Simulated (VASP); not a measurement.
# AgI (P6_3mc) in VASP: notebook

AgI is run at these levels: PBE; tasks: single point.

Everything below comes from runs of VASP 6.6.1. Logs are shortened: lines on timing, memory, paths and dates and some standing lists are left out, and cuts for length are marked.

### 1 The cell of the first run

Symmetry: P6_3mc, No. 186, hexagonal system. The conventional cell has a = 4.580 Å, b = 4.580 Å, c = 7.510 Å, α = 90.00°, β = 90.00°, γ = 120.00°. Ag (site symmetry 3m) has 4 I at 2.81 to 2.82 Å within 3.7 Å. I (site symmetry 3m) has 4 Ag at 2.81 to 2.82 Å within 3.7 Å.

### 2 Single point, PBE

INCAR

```
SYSTEM = AgI
PREC     = Accurate       ! precision mode
ENCUT    = 500            ! plane-wave cutoff, eV
EDIFF    = 1E-6           ! SCF threshold, eV
ISMEAR   = 0              ! smearing method
SIGMA    = 0.05           ! smearing width, eV
LREAL    = .FALSE.        ! projectors in reciprocal space
LASPH    = .TRUE.         ! aspherical terms in the spheres
NELM     = 120            ! most SCF steps
ALGO     = Normal         ! electronic algorithm
ISIF     = 2              ! what is computed and relaxed
LWAVE    = .FALSE.        ! write WAVECAR
LCHARG   = .TRUE.         ! write CHGCAR
GGA      = PE             ! functional
LELF     = .TRUE.         ! ELF
LVHAR    = .TRUE.       
NBANDS   = 26             ! bands
GGA_COMPAT= .FALSE.
```

KPOINTS

```
regular mesh
0
G
  8 8 6
  0 0 0
```

POSCAR

```
AgI
1.0
    4.5800019196      0.0000000000      0.0000000000
   -2.2900009597      3.9663980117      0.0000000000
    0.0000000000      0.0000000000      7.5100005554
Ag I
2 2
Direct
    0.3333333333      0.6666666667      0.0000000000
    0.6666666667      0.3333333333      0.5000000000
    0.3333333333      0.6666666667      0.3750000000
    0.6666666667      0.3333333333      0.8750000000
```

Potentials or basis: VASP PAW PBE potentials, release 64 (Ag, I).

On the command line:

```
cat potpaw_PBE.64/Ag/POTCAR potpaw_PBE.64/I/POTCAR > POTCAR
mpirun -np 1 vasp_std > vasp.out
```

OUTCAR:

```text
SYSTEM = AgI
   PREC = Accurate
   ENCUT = 500
   EDIFF = 1E-6
   ISMEAR = 0
   LREAL = .FALSE.
   LASPH = .TRUE.
   NELM = 120
   ISIF = 2
   GGA = PE

 ion  position               nearest neighbor table
   1  0.333  0.667  0.000-   4 2.81   4 2.81   4 2.81   3 2.82
   2  0.667  0.333  0.500-   3 2.81   3 2.81   3 2.81   4 2.82
   3  0.333  0.667  0.375-   2 2.81   2 2.81   2 2.81   1 2.82
   4  0.667  0.333  0.875-   1 2.81   1 2.81   1 2.81   2 2.82

  LATTYP: Found a hexagonal cell.
 ALAT       =     4.5800019196
 C/A-ratio  =     1.6397374253

  Lattice vectors:

 A1 = (   4.5800019196,   0.0000000000,   0.0000000000)
 A2 = (  -2.2900009597,   3.9663980117,   0.0000000000)
 A3 = (   0.0000000000,   0.0000000000,   7.5100005554)

Analysis of symmetry for initial positions (statically):
=====================================================================
 Subroutine PRICEL returns:
 Original cell was already a primitive cell.

 Routine SETGRP: Setting up the symmetry group for a
 hexagonal supercell.

 Subroutine GETGRP returns: Found 12 space group operations
 (whereof  6 operations were pure point group operations)
 out of a pool of 24 trial point group operations.

The static configuration has the point symmetry C_3v.
 The point group associated with its full space group is C_6v.

Analysis of symmetry for dynamics (positions and initial velocities):
=====================================================================
 Subroutine PRICEL returns:
 Original cell was already a primitive cell.

 Routine SETGRP: Setting up the symmetry group for a
 hexagonal supercell.

 Subroutine GETGRP returns: Found 12 space group operations
 (whereof  6 operations were pure point group operations)
 out of a pool of 24 trial point group operations.

The dynamic configuration has the point symmetry C_3v.
 The point group associated with its full space group is C_6v.

 Subroutine INISYM returns: Found 12 space group operations
 (whereof  6 operations are pure point group operations),
 and found     1 'primitive' translations

----------------------------------------------------------------------------------------

                                     Primitive cell

  volume of cell :     136.4275

  direct lattice vectors                    reciprocal lattice vectors
     4.580001920  0.000000000  0.000000000     0.218340520  0.126058958  0.000000000
    -2.290000960  3.966398012  0.000000000     0.000000000  0.252117916  0.000000000
     0.000000000  0.000000000  7.510000555     0.000000000  0.000000000  0.133155782

  length of vectors
     4.580001920  4.580001920  7.510000555     0.252117916  0.252117916  0.133155782

  position of ions in fractional coordinates (direct lattice)
     0.333333333  0.666666667  0.000000000
     0.666666667  0.333333333  0.500000000
     0.333333333  0.666666667  0.375000000
     0.666666667  0.333333333  0.875000000

  ion indices of the primitive-cell ions
   primitive index   ion index
                 1           1
                 2           2
                 3           3
                 4           4

----------------------------------------------------------------------------------------

 KPOINTS: regular mesh

Automatic generation of k-mesh.
 Grid dimensions read from file:
 generate k-points for:    8    8    6

 Generating k-lattice:

  Cartesian coordinates                     Fractional coordinates (reciprocal lattice)
     0.027292565  0.015757370  0.000000000     0.125000000  0.000000000  0.000000000
     0.000000000  0.031514739  0.000000000     0.000000000  0.125000000  0.000000000
     0.000000000  0.000000000  0.022192630     0.000000000  0.000000000  0.166666667

  Length of vectors
     0.031514739  0.031514739  0.022192630

  Shift w.r.t. Gamma in fractional coordinates (k-lattice)
     0.000000000  0.000000000  0.000000000

 Subroutine IBZKPT returns following result:
 ===========================================

 Found     40 irreducible k-points:

 Following reciprocal coordinates:
            Coordinates               Weight
  0.000000  0.000000  0.000000      1.000000
  0.125000  0.000000  0.000000      6.000000
  0.250000  0.000000  0.000000      6.000000
  0.375000  0.000000  0.000000      6.000000
  0.500000  0.000000  0.000000      3.000000
  0.125000  0.125000  0.000000      6.000000
[... 16 lines left out ...]
  0.250000  0.000000  0.333333     12.000000
  0.375000  0.000000  0.333333     12.000000
 [... further k-points ...]
   k-points           NKPTS =     40   k-points in BZ     NKDIM =     40   number of bands    NBANDS=     26
   number of dos      NEDOS =    301   number of ions     NIONS =      4
   total plane-waves  NPLWV =  72576
   dimension x,y,z NGX =    36 NGY =   36 NGZ =   56
   dimension x,y,z NGXF=    72 NGYF=   72 NGZF=  112
   ions per type =               2   2
   NGX,Y,Z   is equivalent  to a cutoff of  13.07, 13.07, 12.40 a.u.
   NGXF,Y,Z  is equivalent  to a cutoff of  26.13, 26.13, 24.79 a.u.
 SYSTEM =  AgI
   PREC   = accura    normal or accurate (medium, high low for compatibility)
   ISTART =      0    job   : 0-new  1-cont  2-samecut
   ICHARG =      2    charge: 1-file 2-atom 10-const
   ISPIN  =      1    spin polarized calculation?
   LNONCOLLINEAR =      F non collinear calculations
   LSORBIT =      F    spin-orbit coupling
   LASPH  =      T    aspherical Exc in radial PAW
   ENCUT  =  500.0 eV  36.75 Ry    6.06 a.u.   8.35  8.35 13.69*2*pi/ulx,y,z
   NELM   =    120;   NELMIN=  2; NELMDL= -5     # of ELM steps
   EDIFF  = 0.1E-05   stopping-criterion for ELM
   LREAL  =      F    real-space projection
   EDIFFG = 0.1E-04   stopping-criterion for IOM
   NSW    =      0    number of steps for IOM
   IBRION =     -1    ionic relax: 0-MD 1-quasi-New 2-CG
   NFREE  =      0    steps in history (QN), initial steepest desc. (CG)
   ISIF   =      2    stress and relaxation
   ISYM   =      2    0-nonsym 1-usesym 2-fastsym
   POTIM  = 0.5000    time-step for ionic-motion
   TEBEG  =    0.0;   TEEND  =   0.0 temperature during run
   PSTRESS=    0.0 pullay stress
   NELECT =      36.0000    total number of electrons
   NUPDOWN=      -1.0000    fix difference up-down
   EMIN   =  10.00;   EMAX   =-10.00  energy-range for DOS
   EFERMI =   0.00;   METHOD = LEGACY
   ISMEAR =     0;   SIGMA  =   0.05  broadening in eV -4-tet -1-fermi 0-gaus
   EFERMI_NEDOS =   21; number of points for ismear=-14 and -15
   IALGO  =     38    algorithm
   IMIX   =      4    mixing-type and parameters
     AMIX     =   0.40;   BMIX     =  1.00
     AMIX_MAG =   1.60;   BMIX_MAG =  1.00
  volume/ion in A,a.u.               =      34.11       230.16
  Fermi-wavevector in a.u.,A,eV,Ry     =   1.050046  1.984299 15.001740  1.102597
  Thomas-Fermi vector in A             =   2.185033
   LORBIT       =      0    0 simple, 1 ext, 2 COOP (PROOUT), +10 PAW based schemes
   GGA     = PE    functional components
   LHFCALC =     F    Hartree Fock is set to
   AEXX    =    0.0000 exact exchange contribution
   IVDW    =     0    specifies the selected vdW correction
   LEPSILON=     F    determine dielectric tensor
   LRPA    =     F    only Hartree local field effects (RPA)
 non-spin polarized calculation
 Gauss-broadening in eV      SIGMA  =   0.05
  energy-cutoff  :      500.00
  volume of cell :      136.43
 maximum number of plane-waves:      3496
 NGX is ok and might be reduce to    36
   NGX = 17   NGY = 17   NGZ = 27

 number of electron      36.0000003 magnetization

 Free energy of the ion-electron system (eV)
  ---------------------------------------------------
  ext. energy  EPLUGINS =         0.00000000
  ---------------------------------------------------
  free energy    TOTEN  =        -9.52908443 eV

  energy without entropy =       -9.52908443  energy(sigma->0) =       -9.52908443

 E-fermi :   3.4127     XC(G=0):  -8.4451

 val. band max:        3.1821344406   @ k =   0.0000   0.0000   0.0000
 cond. band min:       4.5495819845   @ k =   0.0000   0.0000   0.0000
 fundamental gap:      1.3674475440
 Fermi energy:         3.4126861389

 k-point     1 :       0.0000    0.0000    0.0000
  band No.  band energies     occupation
      1      -9.6516      2.00000
      2      -9.3581      2.00000
      3      -1.0477      2.00000
      4      -1.0477      2.00000
      5      -1.0445      2.00000
      6      -0.9831      2.00000
[... 18 lines left out ...]
     25       9.8303      0.00000
     26      10.5345      0.00000

 k-point     2 :       0.1250    0.0000    0.0000
  band No.  band energies     occupation
      1      -9.6148      2.00000
      2      -9.3394      2.00000
      3      -1.0813      2.00000
      4      -1.0213      2.00000
      5      -1.0183      2.00000
      6      -0.9257      2.00000
[... 18 lines left out ...]
     25      10.1428      0.00000
     26      10.2670      0.00000

 k-point     3 :       0.2500    0.0000    0.0000
  band No.  band energies     occupation
      1      -9.5201      2.00000
      2      -9.2973      2.00000
      3      -1.1487      2.00000
      4      -0.9973      2.00000
      5      -0.9601      2.00000
      6      -0.8760      2.00000
[... 18 lines left out ...]
     25      10.2378      0.00000
     26      10.6874      0.00000

 k-point     4 :       0.3750    0.0000    0.0000
  band No.  band energies     occupation
      1      -9.4118      2.00000
      2      -9.2645      2.00000
      3      -1.1774      2.00000
      4      -1.0278      2.00000
      5      -0.9046      2.00000
      6      -0.7600      2.00000
[... 18 lines left out ...]
     25      10.6161      0.00000
     26      11.4450      0.00000
[... 496 lines left out ...]
      1      -9.5480      2.00000
      2      -9.4104      2.00000
      3      -1.1341      2.00000
      4      -1.1105      2.00000
      5      -0.9907      2.00000
      6      -0.9845      2.00000
[... 18 lines left out ...]
     25       9.7656      0.00000
     26       9.8665      0.00000

 k-point    23 :       0.2500    0.0000    0.3333
  band No.  band energies     occupation
      1      -9.4651      2.00000
      2      -9.3537      2.00000
      3      -1.1999      2.00000
      4      -1.1420      2.00000
      5      -0.9197      2.00000
      6      -0.8908      2.00000
[... 18 lines left out ...]
     25       9.9983      0.00000
     26      10.4711      0.00000

 k-point    24 :       0.3750    0.0000    0.3333
  band No.  band energies     occupation
      1      -9.3743      2.00000
      2      -9.3006      2.00000
      3      -1.2404      2.00000
      4      -1.1829      2.00000
      5      -0.8500      2.00000
      6      -0.7712      2.00000
[... 18 lines left out ...]
     25      10.4818      0.00000
     26      11.1798      0.00000

 [... further k-points ...]

------------------------ aborting loop because EDIFF is reached ----------------------------------------

  FORCE on cell =-STRESS in cart. coord.  units (eV):
  Direction    XX          YY          ZZ          XY          YZ          ZX
  --------------------------------------------------------------------------------------
  -------------------------------------------------------------------------------------
  Total        1.7081561      1.7081561      1.5860099      0.0000000     -0.0000000      0.0000000
  in kB       20.0602439     20.0602439     18.6257833      0.0000000     -0.0000000      0.0000000
  external PRESSURE =      19.5820904 kB  Pullay stress =       0.0000000 kB

 VOLUME and BASIS-vectors are now :
 -----------------------------------------------------------------------------
  energy-cutoff  :      500.00
  volume of cell :      136.43
      direct lattice vectors                 reciprocal lattice vectors
     4.580001920  0.000000000  0.000000000     0.218340520  0.126058958  0.000000000
    -2.290000960  3.966398012  0.000000000     0.000000000  0.252117916  0.000000000
     0.000000000  0.000000000  7.510000555     0.000000000  0.000000000  0.133155782

 POSITION                                       TOTAL-FORCE (eV/Angst)
 -----------------------------------------------------------------------------------
     -0.00000      2.64427      0.00000        -0.000000      0.000000      0.020313
      2.29000      1.32213      3.75500         0.000000     -0.000000      0.020313
     -0.00000      2.64427      2.81625         0.000000     -0.000000     -0.020313
      2.29000      1.32213      6.57125        -0.000000     -0.000000     -0.020313
 -----------------------------------------------------------------------------------
    total drift:                               -0.000000      0.000000      0.000712

  FREE ENERGIE OF THE ION-ELECTRON SYSTEM (eV)
  ---------------------------------------------------
  free  energy   TOTEN  =        -9.5290844338 eV

  energy  without entropy=       -9.5290844338  energy(sigma->0) =       -9.52908443
```

Run time: 64 s. Hardware: 1 thread of Intel Xeon 6975P-C (Granite Rapids), shared host; peak memory 0.3 GiB.

Results:

* Free energy: -9.5291 eV
* Pressure: 2.0 GPa
* Largest force: 0.020 eV/Å
* Band gap on the k mesh: 1.37 eV

Forces in eV/Å, atoms in the order of the input:
```
Ag   0.000  0.000  0.020
Ag   0.000  0.000  0.020
I    0.000  0.000 -0.020
I    0.000  0.000 -0.020
```

Stress tensor (GPa, compression positive):
```
2.01 0.00 0.00
0.00 2.01 0.00
0.00 0.00 1.86
```

Levels at points of the mesh, in eV from the valence-band top:
```
           k point  band 14  band 15  band 16  band 17  band 18  band 19  band 20  band 21  band 22  band 23
(0.00, 0.00, 0.00)    -0.71    -0.71    -0.08     0.00     0.00     1.37     2.64     5.75     5.75     5.87
(0.50, 0.00, 0.00)    -2.64    -2.22    -1.80    -1.05    -0.73     3.33     3.58     4.79     5.88     6.24
(0.00, 0.00, 0.50)    -1.71    -0.37    -0.37    -0.37    -0.37     2.66     2.66     5.62     5.62     6.05
(0.50, 0.00, 0.50)    -2.83    -1.26    -1.26    -1.26    -1.26     3.25     3.25     4.85     4.85     7.36
```

Caveat: spin-orbit coupling is left out, which moves the levels of the heavy elements. Expect the measured gap to be larger: semilocal functionals such as PBE lack the derivative discontinuity.

### 3 Single point, PBE, non-collinear spin, zero start, spin-orbit coupling (32.74 Å³/atom)

This run uses another cell than the first one, of 32.74 Å³/atom.

INCAR

```
SYSTEM = AgI
ALGO     = Normal         ! electronic algorithm
EDIFF    = 1E-6           ! SCF threshold, eV
ENCUT    = 500            ! plane-wave cutoff, eV
GGA      = PE             ! functional
GGA_COMPAT= .FALSE.      
ISIF     = 2              ! what is computed and relaxed
ISMEAR   = 0              ! smearing method
LASPH    = .TRUE.         ! aspherical terms in the spheres
LCHARG   = .FALSE.        ! write CHGCAR
LMAXMIX  = 4              ! l up to which the mixer works
LORBIT   = 11             ! projections on sites
LORBMOM  = .TRUE.       
LREAL    = .FALSE.        ! projectors in reciprocal space
LSORBIT  = .TRUE.         ! spin-orbit coupling
LWAVE    = .FALSE.        ! write WAVECAR
MAGMOM   = 0 0 0 0 0 0 0 0 0 0 0 0 ! initial moments
NBANDS   = 50             ! bands
NELM     = 200            ! most SCF steps
PREC     = Accurate       ! precision mode
SIGMA    = 0.05           ! smearing width, eV
```

KPOINTS

```
k-points
0
G
  6 6 4
  0 0 0
```

POSCAR

```
AgI
1.0
    4.5181024138     -0.0000000001      0.0000000000
   -2.2590512068      3.9127914673      0.0000000000
    0.0000000000      0.0000000000      7.4085016192
Ag I
2 2
Direct
    0.3333333333      0.6666666667      0.0000000000
    0.6666666667      0.3333333333      0.5000000000
    0.3333333333      0.6666666667      0.3750000000
    0.6666666667      0.3333333333      0.8750000000
```

Potentials or basis: VASP PAW PBE potentials, release 64 (Ag, I).

On the command line:

```
cat potpaw_PBE.64/Ag/POTCAR potpaw_PBE.64/I/POTCAR > POTCAR
mpirun -np 1 vasp_ncl > vasp.out
```

Wall time 4.1 min (1 thread of Intel Xeon 6975P-C (Granite Rapids), shared host); peak memory 0.66 GiB.

The run converged. Its results:

```
Free energy                                           : -9.7387 eV
Pressure                                              : 3.6 GPa
Largest force                                         : 0.029 eV/Å
Net moment                                            : 0.00 μB per cell
Valence electrons inside the program's atomic spheres : Ag 9.86; I 4.31
```

Forces in eV/Å, atoms in the order of the input:
```
Ag   0.000  0.000  0.029
Ag   0.000  0.000  0.029
I    0.000  0.000 -0.029
I    0.000  0.000 -0.029
```

Stress tensor (GPa, compression positive):
```
3.67 0.00 0.00
0.00 3.67 0.00
0.00 0.00 3.50
```

Moments on the atoms (μB; x, y, z):
```
Ag  0.00 0.00 0.00
Ag  0.00 0.00 0.00
I   0.00 0.00 0.00
I   0.00 0.00 0.00
```

Caveat: the cell stands under pressure.
